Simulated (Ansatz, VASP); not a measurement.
**Pt in VASP and in Ansatz**

Contents of INCAR:

```
SYSTEM = Pt
PREC = Accurate
ENCUT = 600
EDIFF = 1E-7
ISMEAR = -1
SIGMA = 0.1
LREAL = .False.
LASPH = .True.
NELM = 60
ALGO = Normal
ISIF = 3
LWAVE = .False.
LCHARG = .False.
GGA = B5
ALDAX = 1.0
AGGAX = 1.0
AGGAC = 1.0
ALDAC = 0.0
IBRION = 2
NSW = 80
EDIFFG = -0.01
```

The input KPOINTS:

```
regular mesh
0
Gamma
  13 13 4
  0 0 0
```

The input POSCAR:

```
Pt
1.0
    2.7740467412      0.0000000000      0.0000000000
   -1.3870233706      2.4023949491      0.0000000000
    0.0000000000      0.0000000000      9.0600366567
Pt
4
Direct
    0.0000000000      0.0000000000      0.0000000000
    0.0000000000      0.0000000000      0.5000000000
    0.3333333333      0.6666666667      0.2500000000
    0.6666666667      0.3333333333      0.7500000000
```

Input for Ansatz:

```yaml
crystal:
  lattice:
    - [2.7740467412, 0.0, 0.0]
    - [-1.3870233706, 2.4023949491, 0.0]
    - [0.0, 0.0, 9.0600366567]
  atoms:
    - { symbol: Pt, position: [0.0, 0.0, 0.0] }
    - { symbol: Pt, position: [0.0, 0.0, 0.5] }
    - { symbol: Pt, position: [0.3333333333, 0.6666666667, 0.25] }
    - { symbol: Pt, position: [0.6666666667, 0.3333333333, 0.75] }
hamiltonian:
  xc: blyp
  pseudopotentials:
    kind: paw
    azcp:
      Pt: "pseudopotentials/Pt.paw.azcp"
basis:
  ecutwfc: 420
  fft_grid_basis: typed
kpoints:
  mp_grid: { grid: [13, 13, 4], shift: [0, 0, 0] }
magnetization:
  spin_polarized: false
scf:
  occupations: { method: fermi_dirac, width: 0.1 }
relax:
  max_steps: 60
  f_tol: 0.01
  cell: {}
```

Alike in both runs: task relaxation of cell and atoms; functional BLYP; k mesh 13 × 13 × 4; occupations fermi-dirac, width 0.1 eV; no spin polarisation.

|  | VASP | Ansatz |
| --- | --- | --- |
| version | VASP 6.6.1 | Ansatz 0.2.0 |
| potentials or method | VASP PAW PBE potentials, release 64 (Pt), cutoff 600 eV | plane waves (420 eV) with PAW, scalar-relativistic |
| valence electrons in the cell | 40 | 72 |

Ansatz gave:

```
relaxed volume (Å³/atom)                                     : 16.71
relaxed cell length with the largest relative difference (Å) : 2.842
```

Estimate VASP's values.

relaxed volume (Å³/atom): 16.80; relaxed cell length with the largest relative difference (Å): 2.848.

VASP's potentials were made for PBE, not for BLYP. VASP's potentials hold 40 valence electrons a cell and Ansatz's 72, so a difference there can come from the potentials and not from the codes.

Neither program's run includes spin-orbit coupling. Noted on VASP's run: too few bands were computed for a metal, which touches its energy and stress.
